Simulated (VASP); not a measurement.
# CrCN (P-6m2) in VASP: single point with PBE

Aim: the single point of CrCN with PBE.

Program: VASP 6.6.1. These are calculated values, not measurements. Logs are shortened: lines on timing, memory, paths and dates and some standing lists are left out, and cuts for length are marked.

### Step 1. The cell of the first run

It takes space group P-6m2 (No. 187, hexagonal). The conventional cell has a = 3.224 Å, b = 3.224 Å, c = 2.898 Å, α = 90.00°, β = 90.00°, γ = 120.00°. Within 2.5 Å of Cr (site symmetry -6m2) lie 3 C at 1.86 Å and 6 N at 2.36 Å. C (site symmetry -6m2) has 3 Cr at 1.86 Å and 6 N at 2.36 Å within 2.5 Å. N (site symmetry -6m2) has 6 Cr at 2.36 Å and 6 C at 2.36 Å and 8 N at 2.90 to 3.22 Å within 3.3 Å.

The cell was generated, and may not be a known phase.

### Step 2. Single point, PBE, collinear spin, ferromagnetic start

The input, INCAR:

```
SYSTEM = CrCN
PREC = Accurate ; ENCUT = 700
EDIFF = 1E-6 ; ISMEAR = 0
SIGMA = 0.1 ; LREAL = .FALSE.
LASPH = .TRUE. ; NELM = 200
ALGO = Normal ; ISIF = 2
LWAVE = .FALSE. ; LCHARG = .FALSE.
ISPIN = 2 ; MAGMOM = 3 0 0
LORBIT = 11 ; LMAXMIX = 4
GGA = PE ; NBANDS = 22
GGA_COMPAT = .FALSE.
```

The input, KPOINTS:

```
regular mesh
0
G
  6 6 6
  0 0 0
```

The input, POSCAR:

```
CrCN
1.0
    3.2239046417      0.0000000027      0.0000000000
   -1.6119523231      2.7919833177      0.0000000000
    0.0000000000      0.0000000000      2.8980856535
Cr C N
1 1 1
Direct
    0.3333333333      0.6666666667      0.5000000000
    0.6666666667      0.3333333333      0.5000000000
    0.0000000000      0.0000000000      0.0000000000
```

Potentials or basis: VASP PAW PBE potentials, release 64 (Cr_sv, C, N).

Run with:

```bash
$ cat potpaw_PBE.64/Cr_sv/POTCAR potpaw_PBE.64/C/POTCAR potpaw_PBE.64/N/POTCAR > POTCAR
$ mpirun -np 1 vasp_std > vasp.out
```

OUTCAR:

```text
SYSTEM = CrCN
   PREC = Accurate
   ENCUT = 700
   EDIFF = 1E-6
   ISMEAR = 0
   LREAL = .FALSE.
   LASPH = .TRUE.
   NELM = 200
   ISIF = 2
   ISPIN = 2
   LORBIT = 11
   GGA = PE

 ion  position               nearest neighbor table
   1  0.333  0.667  0.500-   2 1.86   2 1.86   2 1.86
   2  0.667  0.333  0.500-   1 1.86   1 1.86   1 1.86
   3  0.000  0.000  0.000-

  LATTYP: Found a hexagonal cell.
 ALAT       =     3.2239046417
 C/A-ratio  =     0.8989365306

  Lattice vectors:

 A1 = (   3.2239046417,   0.0000000027,   0.0000000000)
 A2 = (  -1.6119523231,   2.7919833177,   0.0000000000)
 A3 = (   0.0000000000,   0.0000000000,   2.8980856535)

Analysis of symmetry for initial positions (statically):
=====================================================================
 Subroutine PRICEL returns:
 Original cell was already a primitive cell.

 Routine SETGRP: Setting up the symmetry group for a
 hexagonal supercell.

 Subroutine GETGRP returns: Found 12 space group operations
 (whereof 12 operations were pure point group operations)
 out of a pool of 24 trial point group operations.

The static configuration has the point symmetry D_3h.

Analysis of symmetry for dynamics (positions and initial velocities):
=====================================================================
 Subroutine PRICEL returns:
 Original cell was already a primitive cell.

 Routine SETGRP: Setting up the symmetry group for a
 hexagonal supercell.

 Subroutine GETGRP returns: Found 12 space group operations
 (whereof 12 operations were pure point group operations)
 out of a pool of 24 trial point group operations.

The dynamic configuration has the point symmetry D_3h.

Analysis of structural, dynamic, and magnetic symmetry:
=====================================================================
 Subroutine PRICEL returns:
 Original cell was already a primitive cell.

 Routine SETGRP: Setting up the symmetry group for a
 hexagonal supercell.

 Subroutine GETGRP returns: Found 12 space group operations
 (whereof 12 operations were pure point group operations)
 out of a pool of 24 trial point group operations.

The overall configuration has the point symmetry D_3h.

 Subroutine INISYM returns: Found 12 space group operations
 (whereof 12 operations are pure point group operations),
 and found     1 'primitive' translations
[... 119 lines left out ...]
  Fermi-wavevector in a.u.,A,eV,Ry     =   1.569816  2.966522 33.529132  2.464322
  Thomas-Fermi vector in A             =   2.671642
   LORBIT       =     11    0 simple, 1 ext, 2 COOP (PROOUT), +10 PAW based schemes
   GGA     = PE    functional components
   LHFCALC =     F    Hartree Fock is set to
   AEXX    =    0.0000 exact exchange contribution
   IVDW    =     0    specifies the selected vdW correction
   LEPSILON=     F    determine dielectric tensor
   LRPA    =     F    only Hartree local field effects (RPA)
 spin polarized calculation
 Gauss-broadening in eV      SIGMA  =   0.10
  energy-cutoff  :      700.00
  volume of cell :       26.09
 maximum number of plane-waves:      1107
 NGX is ok and might be reduce to    28
   NGX = 13   NGY = 13   NGZ = 13

 number of electron      23.0000000 magnetization       3.0000000

 number of electron      23.0000002 magnetization      -0.6748349

 Free energy of the ion-electron system (eV)
  ---------------------------------------------------
  ext. energy  EPLUGINS =         0.00000000
  ---------------------------------------------------
  free energy    TOTEN  =       -22.72746271 eV

  energy without entropy =      -22.71729111  energy(sigma->0) =      -22.72237691

 E-fermi :   9.5105     XC(G=0): -12.9150

 val. band max:        9.5037391247   @ k =   0.1667   0.1667   0.5000
 cond. band min:       9.5182681044   @ k =   0.0000   0.0000   0.0000
 fundamental gap:      0.0145289797
 Fermi energy:         9.5104612720

 spin component 1

 k-point     1 :       0.0000    0.0000    0.0000
  band No.  band energies     occupation
      1     -62.0488      1.00000
      2     -33.4426      1.00000
      3     -33.4426      1.00000
      4     -33.2367      1.00000
      5      -6.9551      1.00000
      6       1.6550      1.00000
[... 589 lines left out ...]
     21      29.0002      0.00000
     22      29.4353      0.00000

 [... further k-points ...]

 spin component 2

 k-point     1 :       0.0000    0.0000    0.0000
  band No.  band energies     occupation
      1     -62.6927      1.00000
      2     -34.0631      1.00000
      3     -33.9778      1.00000
      4     -33.9778      1.00000
      5      -7.0264      1.00000
      6       1.5816      1.00000
[... 589 lines left out ...]
     21      28.8723      0.00000
     22      29.2700      0.00000

 [... further k-points ...]

------------------------ aborting loop because EDIFF is reached ----------------------------------------

  FORCE on cell =-STRESS in cart. coord.  units (eV):
  Direction    XX          YY          ZZ          XY          YZ          ZX
  --------------------------------------------------------------------------------------
  -------------------------------------------------------------------------------------
  Total       -0.0924919     -0.0924919     -0.0777548     -0.0000000     -0.0000000      0.0000000
  in kB       -5.6807821     -5.6807821     -4.7756377     -0.0000000     -0.0000000      0.0000000
  external PRESSURE =      -5.3790673 kB  Pullay stress =       0.0000000 kB

 VOLUME and BASIS-vectors are now :
 -----------------------------------------------------------------------------
  energy-cutoff  :      700.00
  volume of cell :       26.09
      direct lattice vectors                 reciprocal lattice vectors
     3.223904642  0.000000003  0.000000000     0.310182872  0.179084165  0.000000000
    -1.611952323  2.791983318  0.000000000    -0.000000000  0.358168329  0.000000000
     0.000000000  0.000000000  2.898085653     0.000000000  0.000000000  0.345055364

 POSITION                                       TOTAL-FORCE (eV/Angst)
 -----------------------------------------------------------------------------------
     -0.00000      1.86132      1.44904        -0.000000     -0.000000      0.000000
      1.61195      0.93066      1.44904        -0.000000      0.000000      0.000000
      0.00000      0.00000      0.00000         0.000000      0.000000      0.000000
 -----------------------------------------------------------------------------------
    total drift:                                0.000003     -0.000002     -0.000000

  FREE ENERGIE OF THE ION-ELECTRON SYSTEM (eV)
  ---------------------------------------------------
  free  energy   TOTEN  =       -22.7274627071 eV

  energy  without entropy=      -22.7172911078  energy(sigma->0) =      -22.72237691

 total charge

# of ion       s       p       d       tot
------------------------------------------
    1        2.167   6.025   3.633  11.825
    2        0.960   1.427   0.000   2.387
    3        1.340   2.097   0.000   3.437
--------------------------------------------------
tot          4.467   9.549   3.633  17.649

 magnetization (x)

# of ion       s       p       d       tot
------------------------------------------
    1       -0.003  -0.003  -0.556  -0.562
    2        0.006   0.009   0.000   0.015
    3       -0.018  -0.017   0.000  -0.035
--------------------------------------------------
tot         -0.016  -0.010  -0.556  -0.582
```

stdout:

```text
POSCAR found type information on POSCAR CrC N
 POSCAR found :  3 types and       3 ions
 scaLAPACK will be used
 LDA part: xc-table for (Slater+PW92), standard interpolation
 POSCAR, INCAR and KPOINTS ok, starting setup
 FFT: planning ... GRIDC
 FFT: planning ... GRID_SOFT
 FFT: planning ... GRID
 WAVECAR not read
 entering main loop
```

Wall time 26 s (1 thread of Intel Xeon 6975P-C (Granite Rapids), shared host); peak memory 0.19 GiB.

What came out:

- Free energy: -22.7275 eV
- Pressure: -0.5 GPa
- Net moment: -0.67 μB per cell
- Site moments: Cr -0.56; C +0.01; N -0.04 μB
- Valence electrons inside the program's atomic spheres: Cr 11.82; C 2.39; N 3.44

Stress tensor (GPa, compression positive):
```
-0.57  0.00  0.00
 0.00 -0.57  0.00
 0.00  0.00 -0.48
```

Caveat: the k points lie up to 0.38 Å⁻¹ apart; a cell with one magnetic atom can't hold antiferromagnetic order, which such compounds often take. With open d or f shells a metallic result of PBE can be an artefact of self-interaction; +U or a hybrid may open a gap.
